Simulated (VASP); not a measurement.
The system is BaMg3H3.

```
Ba Mg H
1.0
     4.78000    0.00000    0.00000
     0.00000    4.78000    0.00000
     0.00000    0.00000    5.72468
Ba Mg H
1 3 3
Direct
  0.00000 0.00000 0.42615
  0.50000 0.00000 0.02703
  0.00000 0.50000 0.02703
  0.50000 0.50000 0.38110
  0.50000 0.50000 0.80397
  0.50000 0.00000 0.45898
  0.00000 0.50000 0.45898
```

* Program: VASP 6.6.1
* Task: relaxation of cell and atoms
* Functional: PBE
* Potentials or basis: VASP PAW PBE potentials, release 64 (Ba_sv, Mg, H)
* Cutoff: 600 eV
* k mesh: 4 × 4 × 4
* Occupations: gaussian, width 0.1 eV
* Spin: no spin polarisation

At the start: pressure 2.2 GPa; volume 18.69 Å³/atom.

Problem. How do energy, volume and symmetry change on relaxing?

Solution. Over 45 steps the energy falls by 159.6 meV/atom and the volume is 18.88 Å³/atom (+1.0 %); space group P4mm (No. 99, to 0.05 Å).

Step by step:
| step | energy change (eV) | largest force (eV/Å) | pressure (GPa) | volume (Å³) |
| --- | --- | --- | --- | --- |
| 1 | 0.0000 | 1.4460 | 2.16 | 130.80 |
| 3 | -0.4632 | 0.6383 | -2.17 | 144.63 |
| 5 | -0.6843 | 0.1823 | 0.30 | 131.59 |
| 7 | -0.6861 | 0.0709 | 0.06 | 132.49 |
| 9 | -0.6999 | 0.2345 | -0.06 | 132.19 |
| 11 | -0.7094 | 0.0929 | -0.18 | 131.46 |
| 13 | -0.7238 | 0.1951 | 0.84 | 126.66 |
| 15 | -0.7235 | 0.2302 | 1.21 | 125.11 |
| 17 | -0.7272 | 0.2437 | 1.29 | 124.73 |
| 19 | -0.7457 | 0.3001 | 1.66 | 123.05 |
| 21 | -0.7836 | 0.2034 | 3.98 | 116.40 |
| 23 | -0.7913 | 0.2610 | 3.65 | 117.08 |
| 25 | -0.8013 | 0.2818 | 3.37 | 117.75 |
| 27 | -0.8255 | 0.1567 | 3.48 | 117.82 |
| 29 | -0.9224 | 0.1835 | 1.97 | 122.48 |
| 31 | -0.9835 | 0.2463 | -0.07 | 130.63 |
| 33 | -1.0218 | 0.2675 | -0.25 | 131.06 |
| 35 | -1.0543 | 0.2103 | -0.08 | 130.56 |
| 37 | -1.0730 | 0.2091 | 0.24 | 129.95 |
| 39 | -1.0958 | 0.0941 | -0.27 | 132.30 |
| 41 | -1.1126 | 0.0694 | 0.35 | 129.70 |
| 43 | -1.1155 | 0.0492 | 0.15 | 130.70 |
| 45 | -1.1170 | 0.0249 | -0.16 | 132.17 |

Final structure:
```yaml
crystal:
  lattice:
    - [4.81709, 0.00000, 0.00000]
    - [0.00000, 4.81709, 0.00000]
    - [0.00000, 0.00000, 5.69602]
  atoms:
    - { symbol: Ba, position: [0.00000, 0.00000, 0.40316] }
    - { symbol: Mg, position: [0.50000, 0.00000, 0.91382] }
    - { symbol: Mg, position: [0.00000, 0.50000, 0.91382] }
    - { symbol: Mg, position: [0.50000, 0.50000, 0.45341] }
    - { symbol: H, position: [0.50000, 0.50000, 0.79882] }
    - { symbol: H, position: [0.50000, 0.00000, 0.55011] }
    - { symbol: H, position: [0.00000, 0.50000, 0.55011] }
```
